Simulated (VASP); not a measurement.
# Te5Br23 (a cell with a defect) in VASP: electric field gradients with PBE

Aim: the electric field gradients of Te5Br23 (a cell with a defect) with PBE.

Everything below comes from runs of VASP 6.6.1. Logs are shortened: lines on timing, memory, paths and dates and some standing lists are left out, and cuts for length are marked.

### Step 1. The cell of the first run

The cell holds a defect, 28 atoms: a = 13.340 Å, b = 13.340 Å, c = 10.505 Å, α = 66.81°, β = 66.81°, γ = 46.37°.

### Step 2. Electric field gradients, PBE

INCAR reads:

```
SYSTEM = Te5Br23
PREC = Accurate
ENCUT = 520
EDIFF = 1E-8
ISMEAR = -1
SIGMA = 0.01
LREAL = Auto
LASPH = .TRUE.
NELM = 100
ALGO = Normal
ISIF = 2
LWAVE = .FALSE.
LCHARG = .FALSE.
GGA = PE
LEFG = .TRUE.
NELECT = 192.0
NBANDS = 116
```

KPOINTS reads:

```
regular mesh
0
G
  2 2 2
  0 0 0
```

POSCAR reads:

```
Te5Br23
1.0
    0.0000000000      7.4280410000     11.0806000000
    7.4280410000      0.0000000000     11.0806000000
    7.4280410000      7.4280410000      0.0000000000
Te Br
5 23
Direct
    0.2500000000      0.2500000000      0.2500000000
    0.7500000000      0.7500000000      0.7500000000
    0.0000000000      0.0000000000      0.0000000000
    0.5000000000      0.5000000000      0.5000000000
    0.2121425000      0.2878575000      0.4931145000
    0.1341870000      0.1341870000      0.3658130000
    0.6341870000      0.6341870000      0.8658130000
    0.3841870000      0.3841870000      0.6158130000
    0.8841870000      0.8841870000      0.1158130000
    0.3658130000      0.3658130000      0.1341870000
    0.8658130000      0.8658130000      0.6341870000
    0.1158130000      0.1158130000      0.8841870000
    0.6158130000      0.6158130000      0.3841870000
    0.7121425000      0.7878575000      0.9931145000
    0.2878575000      0.2121425000      0.0068855000
    0.7878575000      0.7121425000      0.5068855000
    0.7431145000      0.2568855000      0.4621425000
    0.2431145000      0.7568855000      0.9621425000
    0.2568855000      0.7431145000      0.5378575000
    0.7568855000      0.2431145000      0.0378575000
    0.0068855000      0.4931145000      0.2121425000
    0.5068855000      0.9931145000      0.7121425000
    0.4931145000      0.0068855000      0.2878575000
    0.9931145000      0.5068855000      0.7878575000
    0.0378575000      0.9621425000      0.2431145000
    0.5378575000      0.4621425000      0.7431145000
    0.9621425000      0.0378575000      0.7568855000
    0.4621425000      0.5378575000      0.2568855000
```

Potentials or basis: VASP PAW PBE potentials, release 64 (Te, Br).

The run is started by

```console
> cat potpaw_PBE.64/Te/POTCAR potpaw_PBE.64/Br/POTCAR > POTCAR
> mpirun -np 1 vasp_std > vasp.out
```

OUTCAR:

```text
SYSTEM = Te5Br23
   PREC = Accurate
   ENCUT = 520
   EDIFF = 1E-8
   ISMEAR = -1
   LREAL = Auto
   LASPH = .TRUE.
   NELM = 100
   ISIF = 2
   GGA = PE
   NELECT = 192.0

 ion  position               nearest neighbor table
   1  0.250  0.250  0.250-   6 2.57  10 2.57   5 2.58  15 2.58  21 2.58  23 2.58
   2  0.750  0.750  0.750-   7 2.57  11 2.57  14 2.58  16 2.58  22 2.58  24 2.58
   3  0.000  0.000  0.000-   9 2.57  12 2.57  18 2.58  20 2.58  25 2.58  27 2.58
   4  0.500  0.500  0.500-   8 2.57  13 2.57  17 2.58  19 2.58  26 2.58  28 2.58
   5  0.212  0.288  0.493-   1 2.58
   6  0.134  0.134  0.366-   1 2.57
   7  0.634  0.634  0.866-   2 2.57
   8  0.384  0.384  0.616-   4 2.57
   9  0.884  0.884  0.116-   3 2.57
  10  0.366  0.366  0.134-   1 2.57
[... 16 lines left out ...]
  27  0.962  0.038  0.757-   3 2.58
  28  0.462  0.538  0.257-   4 2.58

  LATTYP: Found a body centered tetragonal cell.
 ALAT       =    10.5048363241
 C/A-ratio  =     2.1096187809

  Lattice vectors:

 A1 = (  -7.4280410000,   0.0000000000,  11.0806000000)
 A2 = (   7.4280410000,   0.0000000000,  11.0806000000)
 A3 = (   0.0000000000,   7.4280410000, -11.0806000000)

Analysis of symmetry for initial positions (statically):
=====================================================================
 Subroutine PRICEL returns:
 Original cell was already a primitive cell.

 Routine SETGRP: Setting up the symmetry group for a
 body centered tetragonal supercell.

 Subroutine GETGRP returns: Found  2 space group operations
 (whereof  1 operations were pure point group operations)
 out of a pool of 16 trial point group operations.

The static configuration has the point symmetry C_1 .
 The point group associated with its full space group is C_1h.

Analysis of symmetry for dynamics (positions and initial velocities):
=====================================================================
 Subroutine PRICEL returns:
 Original cell was already a primitive cell.

 Routine SETGRP: Setting up the symmetry group for a
 body centered tetragonal supercell.

 Subroutine GETGRP returns: Found  2 space group operations
 (whereof  1 operations were pure point group operations)
 out of a pool of 16 trial point group operations.

The dynamic configuration has the point symmetry C_1 .
 The point group associated with its full space group is C_1h.

 Subroutine INISYM returns: Found  2 space group operations
 (whereof  1 operations are pure point group operations),
 and found     1 'primitive' translations

----------------------------------------------------------------------------------------

                                     Primitive cell

  volume of cell :    1222.7618

  direct lattice vectors                    reciprocal lattice vectors
     0.000000000  7.428041000 11.080600000    -0.067312499  0.067312499  0.045123910
     7.428041000  0.000000000 11.080600000     0.067312499 -0.067312499  0.045123910
     7.428041000  7.428041000  0.000000000     0.067312499  0.067312499 -0.045123910

  length of vectors
    13.339995857 13.339995857 10.504836324     0.105347578  0.105347578  0.105347578

  position of ions in fractional coordinates (direct lattice)
     0.250000000  0.250000000  0.250000000
     0.750000000  0.750000000  0.750000000
     0.000000000  0.000000000  0.000000000
     0.500000000  0.500000000  0.500000000
     0.212142500  0.287857500  0.493114500
     0.134187000  0.134187000  0.365813000
[... 20 lines left out ...]
     0.962142500  0.037857500  0.756885500
     0.462142500  0.537857500  0.256885500

  ion indices of the primitive-cell ions
   primitive index   ion index
                 1           1
                 2           2
                 3           3
                 4           4
                 5           5
[... 77 lines left out ...]
   LREAL  =      T    real-space projection
   EDIFFG = 0.1E-06   stopping-criterion for IOM
   NSW    =      0    number of steps for IOM
   IBRION =     -1    ionic relax: 0-MD 1-quasi-New 2-CG
   NFREE  =      0    steps in history (QN), initial steepest desc. (CG)
   ISIF   =      2    stress and relaxation
   ISYM   =      2    0-nonsym 1-usesym 2-fastsym
   POTIM  = 0.5000    time-step for ionic-motion
   TEBEG  =    0.0;   TEEND  =   0.0 temperature during run
   PSTRESS=    0.0 pullay stress
   NELECT =     192.0000    total number of electrons
   NUPDOWN=      -1.0000    fix difference up-down
   EMIN   =  10.00;   EMAX   =-10.00  energy-range for DOS
   EFERMI =   0.00;   METHOD = LEGACY
   ISMEAR =    -1;   SIGMA  =   0.01  broadening in eV -4-tet -1-fermi 0-gaus
   EFERMI_NEDOS =   21; number of points for ismear=-14 and -15
   IALGO  =     38    algorithm
   IMIX   =      4    mixing-type and parameters
     AMIX     =   0.40;   BMIX     =  1.00
     AMIX_MAG =   1.60;   BMIX_MAG =  1.00
  volume/ion in A,a.u.               =      43.67       294.70
  Fermi-wavevector in a.u.,A,eV,Ry     =   0.883205  1.669015 10.613228  0.780050
  Thomas-Fermi vector in A             =   2.003939
   LORBIT       =      0    0 simple, 1 ext, 2 COOP (PROOUT), +10 PAW based schemes
   GGA     = PE    functional components
   LHFCALC =     F    Hartree Fock is set to
   AEXX    =    0.0000 exact exchange contribution
   IVDW    =     0    specifies the selected vdW correction
   LEPSILON=     F    determine dielectric tensor
   LRPA    =     F    only Hartree local field effects (RPA)
 non-spin polarized calculation
  energy-cutoff  :      520.00
  volume of cell :     1222.76
 maximum number of plane-waves:     33042
 NGX is ok and might be reduce to   100
   NGX = 49   NGY = 49   NGZ = 39

 number of electron     191.9999983 magnetization

 Free energy of the ion-electron system (eV)
  ---------------------------------------------------
  ext. energy  EPLUGINS =         0.00000000
  ---------------------------------------------------
  free energy    TOTEN  =       -55.86850849 eV

  energy without entropy =      -55.86079819  energy(sigma->0) =      -55.86465334

 E-fermi :  -1.0794     XC(G=0):  -6.7987

 val. band max:       -1.1147978066   @ k =   0.5000   0.0000   0.0000
 cond. band min:      -1.0711200436   @ k =   0.5000   0.0000   0.0000
 fundamental gap:      0.0436777630
 Fermi energy:        -1.0794156895

 k-point     1 :       0.0000    0.0000    0.0000
  band No.  band energies     occupation
      1     -16.6502      2.00000
      2     -16.4899      2.00000
      3     -16.4592      2.00000
      4     -16.4462      2.00000
      5     -15.1877      2.00000
      6     -15.1690      2.00000
[... 655 lines left out ...]
    107       2.5041      0.00000
    108       2.5527      0.00000
 [bands above 108 left out]

------------------------ aborting loop because EDIFF is reached ----------------------------------------

  FORCE on cell =-STRESS in cart. coord.  units (eV):
  Direction    XX          YY          ZZ          XY          YZ          ZX
  --------------------------------------------------------------------------------------
  -------------------------------------------------------------------------------------
  Total       14.1678627     12.3739054     14.6093933      1.6310797      0.0000000      0.0000000
  in kB       18.5640643     16.2134530     19.1425992      2.1371938      0.0000000      0.0000000
  external PRESSURE =      17.9733722 kB  Pullay stress =       0.0000000 kB

 VOLUME and BASIS-vectors are now :
 -----------------------------------------------------------------------------
  energy-cutoff  :      520.00
  volume of cell :     1222.76
      direct lattice vectors                 reciprocal lattice vectors
     0.000000000  7.428041000 11.080600000    -0.067312499  0.067312499  0.045123910
     7.428041000  0.000000000 11.080600000     0.067312499 -0.067312499  0.045123910
     7.428041000  7.428041000  0.000000000     0.067312499  0.067312499 -0.045123910

 POSITION                                       TOTAL-FORCE (eV/Angst)
 -----------------------------------------------------------------------------------
      3.71402      3.71402      5.54030        -1.712939     -1.198587     -0.000000
     11.14206     11.14206     16.62090         0.056419      0.002779     -0.000000
      0.00000      0.00000      0.00000         0.018538     -0.003152     -0.241424
      7.42804      7.42804     11.08060         0.018538     -0.003152      0.241424
      5.80109      5.23868      5.54030         2.137805      1.658399     -0.000000
      3.71402      3.71402      2.97374         0.025197      0.011988     -0.447696
[... 20 lines left out ...]
      5.90338     12.76901     11.08060        -0.121952     -0.213392      0.002914
      5.90338      5.34097     11.08060        -0.121952     -0.213392     -0.002914
 -----------------------------------------------------------------------------------
    total drift:                                0.000355     -0.001777     -0.000001

  FREE ENERGIE OF THE ION-ELECTRON SYSTEM (eV)
  ---------------------------------------------------
  free  energy   TOTEN  =       -55.8685084911 eV

  energy  without entropy=      -55.8607981932  energy(sigma->0) =      -55.86465334

 Electric field gradients (V/A^2)
---------------------------------------------------------------------
 ion       V_xx      V_yy      V_zz      V_xy      V_xz      V_yz
---------------------------------------------------------------------
   1     -74.783    -0.945    75.728  -119.494     0.000    -0.000
   2      10.348    16.970   -27.317   -12.078     0.000    -0.000
   3      -0.655     0.460     0.194     2.036    -0.009    -0.426
   4      -0.655     0.460     0.194     2.036     0.009     0.426
   5     344.492   -41.018  -303.474   282.988     0.000     0.000
   6    -254.486  -296.626   551.112    63.016   -28.481   -26.025
[... 20 lines left out ...]
  27      11.403   316.192  -327.595   449.201     1.712    16.541
  28      11.403   316.192  -327.595   449.201    -1.712   -16.540
---------------------------------------------------------------------

 Electric field gradients after diagonalization (V/A^2)
 (convention: |V_zz| > |V_xx| > |V_yy|)
----------------------------------------------------------------------
 ion       V_xx      V_yy      V_zz     asymmetry (V_yy - V_xx)/ V_zz
----------------------------------------------------------------------
   1      87.204    75.728  -162.932       0.070
   2      26.182     1.135   -27.317       0.917
   3       2.078     0.157    -2.235       0.859
   4       2.078     0.157    -2.235       0.859
   5    -303.474  -190.662   494.135       0.228
   6    -342.024  -211.037   553.061       0.237
[... 20 lines left out ...]
  27    -331.115  -307.246   638.361       0.037
  28    -331.115  -307.246   638.361       0.037
----------------------------------------------------------------------

           NMR quadrupolar parameters

 Cq : quadrupolar parameter    Cq=e*Q*V_zz/h
 eta: asymmetry parameters     (V_yy - V_xx)/ V_zz
 Q  : nuclear electric quadrupole moment in mb (millibarn)
----------------------------------------------------------------------
 ion       Cq(MHz)       eta       Q (mb)
----------------------------------------------------------------------
   1      -0.394       0.070       1.000
   2      -0.066       0.917       1.000
   3      -0.005       0.859       1.000
   4      -0.005       0.859       1.000
   5       1.195       0.228       1.000
   6       1.337       0.237       1.000
[... 20 lines left out ...]
  27       1.544       0.037       1.000
  28       1.544       0.037       1.000
----------------------------------------------------------------------
```

It took 69 min on 1 thread of Intel Xeon Platinum 8488C (Sapphire Rapids), shared host; peak memory 1.6 GiB.

Results:

```
Free energy                             : -55.8685 eV
Largest force                           : 2.706 eV/Å
Largest electric field gradient by atom : Te -162.9, -27.3, -2.2, +494.1 (each value once); Br +553.1, +637.4, +629.9, +655.5, +586.2, +671.5, +606.8, +638.9, +639.0, +565.7, +616.0, +538.1, +586.6, +622.5, +638.4 (each value once) V/Å²
```

Forces in eV/Å, atoms in the order of the input:
```
Te  -1.713 -1.199  0.000
Te   0.056  0.003  0.000
Te   0.019 -0.003 -0.241
Te   0.019 -0.003  0.241
Te   2.138  1.658  0.000
Br   0.025  0.012 -0.448
Br  -0.025  0.010 -0.372
Br  -0.107 -0.107 -0.550
Br  -0.001 -0.001 -0.253
Br   0.025  0.012  0.448
Br  -0.025  0.010  0.372
Br  -0.107 -0.107  0.550
Br  -0.001 -0.001  0.253
Br   0.231  0.243  0.000
Br  -0.228 -0.134  0.000
Br  -0.312 -0.212  0.000
Br  -0.221  0.125 -0.016
Br  -0.221  0.125  0.016
Br   0.208 -0.119 -0.013
Br   0.208 -0.119  0.013
Br   0.207 -0.246  0.000
Br   0.259 -0.661  0.000
Br  -0.160  0.356  0.000
Br  -0.319  0.317  0.000
Br   0.144  0.235  0.009
Br   0.144  0.235 -0.009
Br  -0.122 -0.213  0.003
Br  -0.122 -0.213 -0.003
```

Levels at points of the mesh, in eV from the Fermi level:
| k point | band 94 | band 95 | band 96 | band 97 | band 98 | band 99 |
| --- | --- | --- | --- | --- | --- | --- |
| (0.00, 0.00, 0.00) | -0.25 | -0.22 | 0.02 | 0.02 | 0.27 | 0.32 |
| (0.50, 0.00, 0.00) | -0.27 | -0.21 | -0.04 | 0.01 | 0.10 | 0.25 |
| (0.00, 0.00, 0.50) | -0.30 | -0.15 | -0.06 | 0.02 | 0.07 | 0.22 |
| (0.50, 0.50, 0.00) | -0.27 | -0.22 | -0.06 | 0.07 | 0.11 | 0.29 |
| (0.50, 0.00, 0.50) | -0.40 | -0.07 | -0.06 | 0.08 | 0.10 | 0.12 |
| (0.00, 0.50, 0.50) | -0.41 | -0.06 | -0.05 | 0.07 | 0.09 | 0.10 |

Electric field gradients, principal values (V/Å²):
```tsv
atom	least	middle	greatest (by size)
1 Te	75.728	87.204	-162.932
2 Te	1.135	26.182	-27.317
3 Te	0.157	2.078	-2.235
4 Te	0.157	2.078	-2.235
5 Te	-190.662	-303.474	494.135
6 Br	-211.037	-342.024	553.061
7 Br	-318.409	-318.992	637.401
8 Br	-287.045	-342.888	629.934
9 Br	-324.593	-330.936	655.529
10 Br	-211.037	-342.024	553.061
11 Br	-318.409	-318.992	637.401
12 Br	-287.045	-342.888	629.934
13 Br	-324.593	-330.936	655.529
14 Br	-254.281	-331.938	586.219
15 Br	-331.817	-339.724	671.540
16 Br	-278.928	-327.881	606.809
17 Br	-304.117	-334.748	638.864
18 Br	-304.116	-334.748	638.864
19 Br	-304.637	-334.328	638.965
20 Br	-304.636	-334.328	638.965
21 Br	-215.818	-349.883	565.701
22 Br	-261.662	-354.346	616.009
23 Br	-194.666	-343.457	538.124
24 Br	-233.874	-352.734	586.608
25 Br	-307.338	-315.207	622.544
26 Br	-307.337	-315.207	622.544
27 Br	-307.246	-331.115	638.361
28 Br	-307.246	-331.115	638.361
```

Caveat: the cell carries a net charge on a neutralising background, which shifts energy and pressure; the cell is charged against a uniform background, so pressure and absolute levels hang on convention; without QUAD_EFG the Cq values of the log hold for a quadrupole moment of 1 mb, not for the nuclei; spin-orbit coupling is left out, which moves the levels of the heavy elements.
